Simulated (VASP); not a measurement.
# LuSc4Se3 (Pm-3m) in VASP: notebook, part 2 of 3

VASP 6.6.1.

### 3 Single point, PBE

This run uses another cell than the first one, of 22.26 Å³/atom.

Contents of INCAR:

```
SYSTEM = LuSc4Se3
ALGO = Normal ; EDIFF = 1E-7
ENCUT = 520 ; GGA = PE
ISIF = 2 ; ISMEAR = 0
LASPH = .True. ; LCHARG = .False.
LREAL = .False. ; LWAVE = .False.
NBANDS = 54 ; NELM = 80
PREC = Accurate ; SIGMA = 0.1
```

Contents of KPOINTS:

```
k-points
0
Gamma
  8 8 8
  0 0 0
```

Contents of POSCAR:

```
LuSc4Se3
1.0
    5.6257594227      0.0000000000      0.0000000000
    0.0000000000      5.6257594227      0.0000000000
    0.0000000000      0.0000000000      5.6257594227
Lu Sc Se
1 4 3
Direct
    0.0000000000      0.0000000000      0.0000000000
    0.5000000000      0.0000000000      0.0000000000
    0.0000000000      0.5000000000      0.0000000000
    0.0000000000      0.0000000000      0.5000000000
    0.5000000000      0.5000000000      0.5000000000
    0.0000000000      0.5000000000      0.5000000000
    0.5000000000      0.0000000000      0.5000000000
    0.5000000000      0.5000000000      0.0000000000
```

Potentials or basis: VASP PAW PBE potentials, release 64 (Lu, Sc_sv, Se).

On the command line:

```console
$ cat potpaw_PBE.64/Lu/POTCAR potpaw_PBE.64/Sc_sv/POTCAR potpaw_PBE.64/Se/POTCAR > POTCAR
$ mpirun -np 1 vasp_std > vasp.out
```

OUTCAR:

```text
SYSTEM = LuSc4Se3
   EDIFF = 1E-7
   ENCUT = 520
   GGA = PE
   ISIF = 2
   ISMEAR = 0
   LASPH = .True.
   LREAL = .False.
   NELM = 80
   PREC = Accurate

 ion  position               nearest neighbor table
   1  0.000  0.000  0.000-   2 2.81   3 2.81   4 2.81   4 2.81   3 2.81   2 2.81
   2  0.500  0.000  0.000-   1 2.81   7 2.81   8 2.81   7 2.81   8 2.81   1 2.81
   3  0.000  0.500  0.000-   1 2.81   6 2.81   8 2.81   6 2.81   1 2.81   8 2.81
   4  0.000  0.000  0.500-   1 2.81   6 2.81   7 2.81   1 2.81   6 2.81   7 2.81
   5  0.500  0.500  0.500-   6 2.81   7 2.81   8 2.81   8 2.81   7 2.81   6 2.81
   6  0.000  0.500  0.500-   3 2.81   4 2.81   5 2.81   3 2.81   4 2.81   5 2.81
   7  0.500  0.000  0.500-   2 2.81   4 2.81   5 2.81   2 2.81   5 2.81   4 2.81
   8  0.500  0.500  0.000-   2 2.81   3 2.81   5 2.81   5 2.81   2 2.81   3 2.81

  LATTYP: Found a simple cubic cell.
 ALAT       =     5.6257594227

  Lattice vectors:

 A1 = (   5.6257594227,   0.0000000000,   0.0000000000)
 A2 = (   0.0000000000,   5.6257594227,   0.0000000000)
 A3 = (   0.0000000000,   0.0000000000,   5.6257594227)

Analysis of symmetry for initial positions (statically):
=====================================================================
 Subroutine PRICEL returns:
 Original cell was already a primitive cell.

 Routine SETGRP: Setting up the symmetry group for a
 simple cubic supercell.

 Subroutine GETGRP returns: Found 48 space group operations
 (whereof 48 operations were pure point group operations)
 out of a pool of 48 trial point group operations.

The static configuration has the point symmetry O_h .

Analysis of symmetry for dynamics (positions and initial velocities):
=====================================================================
 Subroutine PRICEL returns:
 Original cell was already a primitive cell.

 Routine SETGRP: Setting up the symmetry group for a
 simple cubic supercell.

 Subroutine GETGRP returns: Found 48 space group operations
 (whereof 48 operations were pure point group operations)
 out of a pool of 48 trial point group operations.

The dynamic configuration has the point symmetry O_h .

 Subroutine INISYM returns: Found 48 space group operations
 (whereof 48 operations are pure point group operations),
 and found     1 'primitive' translations

----------------------------------------------------------------------------------------

                                     Primitive cell

  volume of cell :     178.0506

  direct lattice vectors                    reciprocal lattice vectors
     5.625759423  0.000000000  0.000000000     0.177753780  0.000000000  0.000000000
     0.000000000  5.625759423  0.000000000     0.000000000  0.177753780  0.000000000
     0.000000000  0.000000000  5.625759423     0.000000000  0.000000000  0.177753780

  length of vectors
     5.625759423  5.625759423  5.625759423     0.177753780  0.177753780  0.177753780

  position of ions in fractional coordinates (direct lattice)
     0.000000000  0.000000000  0.000000000
     0.500000000  0.000000000  0.000000000
     0.000000000  0.500000000  0.000000000
     0.000000000  0.000000000  0.500000000
[... 47 lines left out ...]
  0.375000  0.000000  0.000000      6.000000
  0.500000  0.000000  0.000000      3.000000
  0.125000  0.125000  0.000000     12.000000
[... 16 lines left out ...]
  0.375000  0.375000  0.125000     24.000000
  0.500000  0.375000  0.125000     24.000000
 [... further k-points ...]
   k-points           NKPTS =     35   k-points in BZ     NKDIM =     35   number of bands    NBANDS=     54
   number of dos      NEDOS =    301   number of ions     NIONS =      8
   total plane-waves  NPLWV =  74088
   dimension x,y,z NGX =    42 NGY =   42 NGZ =   42
   dimension x,y,z NGXF=    84 NGYF=   84 NGZF=   84
   ions per type =               1   4   3
   NGX,Y,Z   is equivalent  to a cutoff of  12.41, 12.41, 12.41 a.u.
   NGXF,Y,Z  is equivalent  to a cutoff of  24.82, 24.82, 24.82 a.u.
 SYSTEM =  LuSc4Se3
   PREC   = accura    normal or accurate (medium, high low for compatibility)
   ISTART =      0    job   : 0-new  1-cont  2-samecut
   ICHARG =      2    charge: 1-file 2-atom 10-const
   ISPIN  =      1    spin polarized calculation?
   LNONCOLLINEAR =      F non collinear calculations
   LSORBIT =      F    spin-orbit coupling
   LASPH  =      T    aspherical Exc in radial PAW
   ENCUT  =  520.0 eV  38.22 Ry    6.18 a.u.  10.46 10.46 10.46*2*pi/ulx,y,z
   NELM   =     80;   NELMIN=  2; NELMDL= -5     # of ELM steps
   EDIFF  = 0.1E-06   stopping-criterion for ELM
   LREAL  =      F    real-space projection
   EDIFFG = 0.1E-05   stopping-criterion for IOM
   NSW    =      0    number of steps for IOM
   IBRION =     -1    ionic relax: 0-MD 1-quasi-New 2-CG
   NFREE  =      0    steps in history (QN), initial steepest desc. (CG)
   ISIF   =      2    stress and relaxation
   ISYM   =      2    0-nonsym 1-usesym 2-fastsym
   POTIM  = 0.5000    time-step for ionic-motion
   TEBEG  =    0.0;   TEEND  =   0.0 temperature during run
   PSTRESS=    0.0 pullay stress
   NELECT =      87.0000    total number of electrons
   NUPDOWN=      -1.0000    fix difference up-down
   EMIN   =  10.00;   EMAX   =-10.00  energy-range for DOS
   EFERMI =   0.00;   METHOD = LEGACY
   ISMEAR =     0;   SIGMA  =   0.10  broadening in eV -4-tet -1-fermi 0-gaus
   EFERMI_NEDOS =   21; number of points for ismear=-14 and -15
   IALGO  =     38    algorithm
   IMIX   =      4    mixing-type and parameters
     AMIX     =   0.40;   BMIX     =  1.00
     AMIX_MAG =   1.60;   BMIX_MAG =  1.00
  volume/ion in A,a.u.               =      22.26       150.19
  Fermi-wavevector in a.u.,A,eV,Ry     =   1.289437  2.436682 22.621693  1.662648
  Thomas-Fermi vector in A             =   2.421330
   LORBIT       =      0    0 simple, 1 ext, 2 COOP (PROOUT), +10 PAW based schemes
   GGA     = PE    functional components
   LHFCALC =     F    Hartree Fock is set to
   AEXX    =    0.0000 exact exchange contribution
   IVDW    =     0    specifies the selected vdW correction
   LEPSILON=     F    determine dielectric tensor
   LRPA    =     F    only Hartree local field effects (RPA)
 non-spin polarized calculation
 Gauss-broadening in eV      SIGMA  =   0.10
  energy-cutoff  :      520.00
  volume of cell :      178.05
 maximum number of plane-waves:      4828
 NGX is ok and might be reduce to    42
   NGX = 21   NGY = 21   NGZ = 21

 number of electron      87.0000035 magnetization

 Free energy of the ion-electron system (eV)
  ---------------------------------------------------
  ext. energy  EPLUGINS =         0.00000000
  ---------------------------------------------------
  free energy    TOTEN  =       -45.66151699 eV

  energy without entropy =      -45.62480252  energy(sigma->0) =      -45.64315976

 E-fermi :   5.2358     XC(G=0): -10.2945

 val. band max:        5.2309692334   @ k =   0.3750   0.3750   0.0000
 cond. band min:       5.2386573845   @ k =   0.3750   0.2500   0.1250
 fundamental gap:      0.0076881512
 Fermi energy:         5.2357770966

 k-point     1 :       0.0000    0.0000    0.0000
  band No.  band energies     occupation
      1     -50.8134      2.00000
      2     -45.6432      2.00000
      3     -44.5044      2.00000
      4     -44.5017      2.00000
      5     -44.5017      2.00000
      6     -24.2806      2.00000
[... 1357 lines left out ...]
     53       6.8332      0.00000
     54       7.0608      0.00000

 [... further k-points ...]

------------------------ aborting loop because EDIFF is reached ----------------------------------------

  FORCE on cell =-STRESS in cart. coord.  units (eV):
  Direction    XX          YY          ZZ          XY          YZ          ZX
  --------------------------------------------------------------------------------------
  -------------------------------------------------------------------------------------
  Total        0.2014042      0.2014042      0.2014042      0.0000000      0.0000000     -0.0000000
  in kB        1.8123228      1.8123228      1.8123228      0.0000000      0.0000000     -0.0000000
  external PRESSURE =       1.8123228 kB  Pullay stress =       0.0000000 kB

 VOLUME and BASIS-vectors are now :
 -----------------------------------------------------------------------------
  energy-cutoff  :      520.00
  volume of cell :      178.05
      direct lattice vectors                 reciprocal lattice vectors
     5.625759423  0.000000000  0.000000000     0.177753780  0.000000000  0.000000000
     0.000000000  5.625759423  0.000000000     0.000000000  0.177753780  0.000000000
     0.000000000  0.000000000  5.625759423     0.000000000  0.000000000  0.177753780

 POSITION                                       TOTAL-FORCE (eV/Angst)
 -----------------------------------------------------------------------------------
      0.00000      0.00000      0.00000         0.000000      0.000000      0.000000
      2.81288      0.00000      0.00000         0.000000      0.000000      0.000000
      0.00000      2.81288      0.00000         0.000000      0.000000      0.000000
      0.00000      0.00000      2.81288         0.000000      0.000000      0.000000
      2.81288      2.81288      2.81288         0.000000      0.000000      0.000000
      0.00000      2.81288      2.81288         0.000000      0.000000      0.000000
      2.81288      0.00000      2.81288         0.000000      0.000000      0.000000
      2.81288      2.81288      0.00000         0.000000      0.000000      0.000000
 -----------------------------------------------------------------------------------
    total drift:                                0.000000      0.000000     -0.000000

  FREE ENERGIE OF THE ION-ELECTRON SYSTEM (eV)
  ---------------------------------------------------
  free  energy   TOTEN  =       -45.6615169926 eV

  energy  without entropy=      -45.6248025229  energy(sigma->0) =      -45.64315976
```

Wall time 3.9 min (1 thread of AMD EPYC 9R45 (Zen 5), shared host); peak memory 0.43 GiB.

Results:

```
Free energy            : -45.6615 eV
Pressure               : 0.2 GPa
Band gap on the k mesh : zero (an odd number of electrons rules out a gap without spin polarisation)
```

Caveat: spin-orbit coupling is left out, which moves the levels of the heavy elements.

(Continued in part 3 of 3.)
